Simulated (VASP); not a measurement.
# BN (P6_3mc) in VASP: further runs, part 2 of 2

VASP 6.6.1. Earlier steps stand in the parts before.

## Step 5: Single point, PBEsol (strained cell)

INCAR reads:

```
ALGO = Normal ; EDIFF = 1E-6
ENCUT = 520 ; GGA = PS
ISIF = 2 ; ISMEAR = 0
LASPH = True ; LCHARG = False
LREAL = False ; LWAVE = False
NBANDS = 16 ; NELM = 60
PREC = Accurate ; SIGMA = 0.02
```

KPOINTS reads:

```
k-points
0
Gamma
  9 9 6
```

POSCAR reads:

```
BN
1.0
    2.5659661661      0.0000000000      0.0000000000
   -1.2829830830      2.2221918851      0.0000000000
    0.0000000000      0.0000000000      4.3035180260
B N
2 2
Direct
    0.3333333333      0.6666666667     -0.0005231144
    0.6666666667      0.3333333333      0.4994768856
    0.3333333333      0.6666666667      0.3745231144
    0.6666666667      0.3333333333      0.8745231144
```

Potentials or basis: VASP PAW PBE potentials, release 64 (B, N).

The run is started by

```bash
$ cat potpaw_PBE.64/B/POTCAR potpaw_PBE.64/N/POTCAR > POTCAR
$ mpirun -np 1 vasp_std > vasp.out
```

OUTCAR:

```text
EDIFF = 1E-6
   ENCUT = 520
   GGA = PS
   ISIF = 2
   ISMEAR = 0
   LASPH = True
   LREAL = False
   NELM = 60
   PREC = Accurate

 ion  position               nearest neighbor table
   1  0.333  0.667  0.999-   4 1.58   4 1.58   4 1.58   3 1.61
   2  0.667  0.333  0.499-   3 1.58   3 1.58   3 1.58   4 1.61
   3  0.333  0.667  0.375-   2 1.58   2 1.58   2 1.58   1 1.61
   4  0.667  0.333  0.875-   1 1.58   1 1.58   1 1.58   2 1.61

  LATTYP: Found a hexagonal cell.
 ALAT       =     2.5659661661
 C/A-ratio  =     1.6771530673

  Lattice vectors:

 A1 = (   2.5659661661,   0.0000000000,   0.0000000000)
 A2 = (  -1.2829830830,   2.2221918851,   0.0000000000)
 A3 = (   0.0000000000,   0.0000000000,   4.3035180260)

Analysis of symmetry for initial positions (statically):
=====================================================================
 Subroutine PRICEL returns:
 Original cell was already a primitive cell.

 Routine SETGRP: Setting up the symmetry group for a
 hexagonal supercell.

 Subroutine GETGRP returns: Found 12 space group operations
 (whereof  6 operations were pure point group operations)
 out of a pool of 24 trial point group operations.

The static configuration has the point symmetry C_3v.
 The point group associated with its full space group is C_6v.

Analysis of symmetry for dynamics (positions and initial velocities):
=====================================================================
 Subroutine PRICEL returns:
 Original cell was already a primitive cell.

 Routine SETGRP: Setting up the symmetry group for a
 hexagonal supercell.

 Subroutine GETGRP returns: Found 12 space group operations
 (whereof  6 operations were pure point group operations)
 out of a pool of 24 trial point group operations.

The dynamic configuration has the point symmetry C_3v.
 The point group associated with its full space group is C_6v.

 Subroutine INISYM returns: Found 12 space group operations
 (whereof  6 operations are pure point group operations),
 and found     1 'primitive' translations

----------------------------------------------------------------------------------------

                                     Primitive cell

  volume of cell :      24.5390

  direct lattice vectors                    reciprocal lattice vectors
     2.565966166  0.000000000  0.000000000     0.389716752  0.225003072  0.000000000
    -1.282983083  2.222191885  0.000000000     0.000000000  0.450006143  0.000000000
     0.000000000  0.000000000  4.303518026     0.000000000  0.000000000  0.232368029

  length of vectors
     2.565966166  2.565966166  4.303518026     0.450006143  0.450006143  0.232368029

  position of ions in fractional coordinates (direct lattice)
     0.333333333  0.666666667  0.999476886
     0.666666667  0.333333333  0.499476886
     0.333333333  0.666666667  0.374523114
     0.666666667  0.333333333  0.874523114

  ion indices of the primitive-cell ions
   primitive index   ion index
                 1           1
                 2           2
                 3           3
                 4           4

----------------------------------------------------------------------------------------

 KPOINTS: k-points

Automatic generation of k-mesh.
[... 24 lines left out ...]
  0.111111  0.000000  0.000000      6.000000
  0.222222 -0.000000  0.000000      6.000000
  0.333333  0.000000  0.000000      6.000000
  0.444444 -0.000000  0.000000      6.000000
  0.111111  0.111111  0.000000      6.000000
[... 16 lines left out ...]
  0.333333  0.222222  0.166667     24.000000
  0.333333  0.333333  0.166667      4.000000
 [... further k-points ...]
   k-points           NKPTS =     48   k-points in BZ     NKDIM =     48   number of bands    NBANDS=     16
   number of dos      NEDOS =    301   number of ions     NIONS =      4
   total plane-waves  NPLWV =  12800
   dimension x,y,z NGX =    20 NGY =   20 NGZ =   32
   dimension x,y,z NGXF=    40 NGYF=   40 NGZF=   64
   ions per type =               2   2
   NGX,Y,Z   is equivalent  to a cutoff of  12.96, 12.96, 12.36 a.u.
   NGXF,Y,Z  is equivalent  to a cutoff of  25.92, 25.92, 24.72 a.u.
 SYSTEM =  unknown system
   PREC   = accura    normal or accurate (medium, high low for compatibility)
   ISTART =      0    job   : 0-new  1-cont  2-samecut
   ICHARG =      2    charge: 1-file 2-atom 10-const
   ISPIN  =      1    spin polarized calculation?
   LNONCOLLINEAR =      F non collinear calculations
   LSORBIT =      F    spin-orbit coupling
   LASPH  =      T    aspherical Exc in radial PAW
   ENCUT  =  520.0 eV  38.22 Ry    6.18 a.u.   4.77  4.77  8.00*2*pi/ulx,y,z
   NELM   =     60;   NELMIN=  2; NELMDL= -5     # of ELM steps
   EDIFF  = 0.1E-05   stopping-criterion for ELM
   LREAL  =      F    real-space projection
   EDIFFG = 0.1E-04   stopping-criterion for IOM
   NSW    =      0    number of steps for IOM
   IBRION =     -1    ionic relax: 0-MD 1-quasi-New 2-CG
   NFREE  =      0    steps in history (QN), initial steepest desc. (CG)
   ISIF   =      2    stress and relaxation
   ISYM   =      2    0-nonsym 1-usesym 2-fastsym
   POTIM  = 0.5000    time-step for ionic-motion
   TEBEG  =    0.0;   TEEND  =   0.0 temperature during run
   PSTRESS=    0.0 pullay stress
   NELECT =      16.0000    total number of electrons
   NUPDOWN=      -1.0000    fix difference up-down
   EMIN   =  10.00;   EMAX   =-10.00  energy-range for DOS
   EFERMI =   0.00;   METHOD = LEGACY
   ISMEAR =     0;   SIGMA  =   0.02  broadening in eV -4-tet -1-fermi 0-gaus
   EFERMI_NEDOS =   21; number of points for ismear=-14 and -15
   IALGO  =     38    algorithm
   IMIX   =      4    mixing-type and parameters
     AMIX     =   0.40;   BMIX     =  1.00
     AMIX_MAG =   1.60;   BMIX_MAG =  1.00
  volume/ion in A,a.u.               =       6.13        41.40
  Fermi-wavevector in a.u.,A,eV,Ry     =   1.419590  2.682635 27.418929  2.015234
  Thomas-Fermi vector in A             =   2.540594
   LORBIT       =      0    0 simple, 1 ext, 2 COOP (PROOUT), +10 PAW based schemes
   GGA     = PS    functional components
   LHFCALC =     F    Hartree Fock is set to
   AEXX    =    0.0000 exact exchange contribution
   IVDW    =     0    specifies the selected vdW correction
   LEPSILON=     F    determine dielectric tensor
   LRPA    =     F    only Hartree local field effects (RPA)
 non-spin polarized calculation
 Gauss-broadening in eV      SIGMA  =   0.02
  energy-cutoff  :      520.00
  volume of cell :       24.54
 maximum number of plane-waves:       677
 NGX is ok and might be reduce to    20
   NGX =  9   NGY =  9   NGZ = 17

 number of electron      16.0000002 magnetization

 Free energy of the ion-electron system (eV)
  ---------------------------------------------------
  ext. energy  EPLUGINS =         0.00000000
  ---------------------------------------------------
  free energy    TOTEN  =       -36.57074356 eV

  energy without entropy =      -36.57074356  energy(sigma->0) =      -36.57074356

 E-fermi :   7.2261     XC(G=0): -12.8238

 val. band max:        7.0549314496   @ k =   0.0000   0.0000   0.0000
 cond. band min:      12.0591842228   @ k =   0.3333   0.3333   0.0000
 fundamental gap:      5.0042527732
 Fermi energy:         7.2261408723

 k-point     1 :       0.0000    0.0000    0.0000
  band No.  band energies     occupation
      1     -12.9447      2.00000
      2      -9.0357      2.00000
      3      -3.6231      2.00000
      4       5.1031      2.00000
      5       5.1031      2.00000
      6       6.7755      2.00000
[... 433 lines left out ...]
      3      -1.7493      2.00000
      4      -0.6052      2.00000
      5      -0.6052      2.00000
      6       1.2761      2.00000
[... 8 lines left out ...]
     15      22.4654      0.00000
     16      22.4654      0.00000

 [... further k-points ...]

------------------------ aborting loop because EDIFF is reached ----------------------------------------

  FORCE on cell =-STRESS in cart. coord.  units (eV):
  Direction    XX          YY          ZZ          XY          YZ          ZX
  --------------------------------------------------------------------------------------
  -------------------------------------------------------------------------------------
  Total       -1.6433226     -1.6433226     -3.5263023     -0.0000000      0.0000000      0.0000000
  in kB     -107.2944606   -107.2944606   -230.2364126     -0.0000000      0.0000000      0.0000000
  external PRESSURE =    -148.2751113 kB  Pullay stress =       0.0000000 kB

 VOLUME and BASIS-vectors are now :
 -----------------------------------------------------------------------------
  energy-cutoff  :      520.00
  volume of cell :       24.54
      direct lattice vectors                 reciprocal lattice vectors
     2.565966166  0.000000000  0.000000000     0.389716752  0.225003072  0.000000000
    -1.282983083  2.222191885  0.000000000     0.000000000  0.450006143  0.000000000
     0.000000000  0.000000000  4.303518026     0.000000000  0.000000000  0.232368029

 POSITION                                       TOTAL-FORCE (eV/Angst)
 -----------------------------------------------------------------------------------
     -0.00000      1.48146      4.30127         0.000000     -0.000000      0.008943
      1.28298      0.74073      2.14951        -0.000000      0.000000      0.008943
     -0.00000      1.48146      1.61177        -0.000000      0.000000     -0.008943
      1.28298      0.74073      3.76353         0.000000     -0.000000     -0.008943
 -----------------------------------------------------------------------------------
    total drift:                               -0.000000     -0.000000     -0.000531

  FREE ENERGIE OF THE ION-ELECTRON SYSTEM (eV)
  ---------------------------------------------------
  free  energy   TOTEN  =       -36.5707435611 eV

  energy  without entropy=      -36.5707435611  energy(sigma->0) =      -36.57074356
```

Run time: 27 s. Hardware: 1 thread of Intel Xeon 8259CL, shared host; peak memory 0.14 GiB.

Results:

| Quantity | Value |
| --- | --- |
| Free energy | -36.5707 eV |
| Pressure | -14.8 GPa |
| Largest force | 0.009 eV/Å |
| Band gap on the k mesh | 5.00 eV (least direct gap 7.85 eV) |

Forces in eV/Å, atoms in the order of the input:
```
B    0.000  0.000  0.009
B    0.000  0.000  0.009
N    0.000  0.000 -0.009
N    0.000  0.000 -0.009
```

Caveat: the cell differs from its parent crystal (strained cell); the cell stands under tension; the PAW data sets were made with another functional, which shifts forces and pressure a little; an odd mesh through Γ misses points on the zone boundary, where band edges can lie.

## Step 6: Overview

```csv
cell,smearing,gap on the mesh (eV),pressure (GPa)
"a = 2.566, b = 2.566, c = 4.198 Å, angles 90.0, 90.0, 120.0°, 4 atoms",gaussian 0.02 eV,5.03,-6.2
"a = 2.566, b = 2.566, c = 4.198 Å, angles 90.0, 90.0, 120.0°, 4 atoms",gaussian 0.01 eV,5.03,-6.2
"a = 2.566, b = 2.566, c = 4.304 Å, angles 90.0, 90.0, 120.0°, 4 atoms",gaussian 0.02 eV,5.00,-14.8
```

Alike in all rows: task single point; level PBEsol; potentials or basis VASP PAW PBE potentials, release 64 (B, N); no spin polarisation; k mesh 9 × 9 × 6; cutoff (eV) 520.

Caveats: the cell stands under tension; the PAW data sets were made with another functional, which shifts forces and pressure a little; an odd mesh through Γ misses points on the zone boundary, where band edges can lie.

Total energies depend on the potentials used, so only differences within one code and one set of settings carry meaning.
